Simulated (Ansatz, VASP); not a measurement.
# TiSi2 in VASP and in Ansatz

File INCAR:

```
  ALGO = Normal
  EDIFF = 1E-6
  ENCUT = 520
  GGA = PE
  ISIF = 2
  ISMEAR = 0
  LASPH = T
  LCHARG = T
  LELF = T
  LREAL = F
  LVHAR = T
  LWAVE = F
  NBANDS = 17
  NELM = 100
  PREC = Accurate
  SIGMA = 0.1
```

Contents of KPOINTS:

```
k-points
0
Gamma
  12 12 18
```

File POSCAR:

```
TiSi2
1.0
    4.3747707920      0.0000000000      0.0000000000
   -2.1873853960      3.7886626416      0.0000000000
    0.0000000000      0.0000000000      2.5610997484
Ti Si
1 2
Direct
    0.0000000000      0.0000000000      0.0000000000
    0.3333333333      0.6666666667      0.5000000000
    0.6666666667      0.3333333333      0.5000000000
```

Input for Ansatz:

```yaml
crystal:
  lattice:
    - [4.374770792, 0.0, 0.0]
    - [-2.187385396, 3.7886626416, 0.0]
    - [0.0, 0.0, 2.5610997484]
  atoms:
    - { symbol: Ti, position: [0.0, 0.0, 0.0] }
    - { symbol: Si, position: [0.3333333333, 0.6666666667, 0.5] }
    - { symbol: Si, position: [0.6666666667, 0.3333333333, 0.5] }
basis:
  ecutwfc: 420
kpoints:
  mp_grid: { grid: [12, 12, 18] }
  band_path:
    path:
      - [[0.0, 0.0, 0.0], [0.5, 0.0, 0.0], [0.33333333, 0.33333333, 0.0], [0.0, 0.0, 0.0], [0.0, 0.0, 0.5], [0.5, 0.0, 0.5], [0.33333333, 0.33333333, 0.5], [0.0, 0.0, 0.5]]
      - [[0.5, 0.0, 0.5], [0.5, 0.0, 0.0]]
      - [[0.33333333, 0.33333333, 0.5], [0.33333333, 0.33333333, 0.0]]
    npoints: 14
hamiltonian:
  xc: pbe
scf:
  occupations: { method: gaussian, width: 0.1 }
  n_extra_bands: 7
output:
  forces: true
  stress: true
  eigenvalues: true
  populations: true
  dos: { projected: true, de: 0.02, nscf_kmesh: { grid: [15, 15, 22] } }
  bader: true
```

Alike in both runs: task single point; functional PBE; k mesh 12 × 12 × 18; occupations gaussian, width 0.1 eV; no spin polarisation.

|  | VASP | Ansatz |
| --- | --- | --- |
| version | VASP 6.6.1 | Ansatz 0.2.0 |
| potentials or method | VASP PAW PBE potentials, release 64 (Ti_sv, Si), cutoff 520 eV | scalar-relativistic, plane waves, PAW |
| valence electrons in the cell | 20 | 20 |

VASP gave:

* gap on the k mesh at the Fermi level (eV): none
* pressure (GPa): -0.1

**Question.** Estimate Ansatz's values.

**Answer.** gap on the k mesh at the Fermi level (eV): none; pressure (GPa): 0.0.

A gap of «none» marks a metal or a gap that the smearing closes. The functional is the same, so the differences come from potentials, cutoffs and numerics.
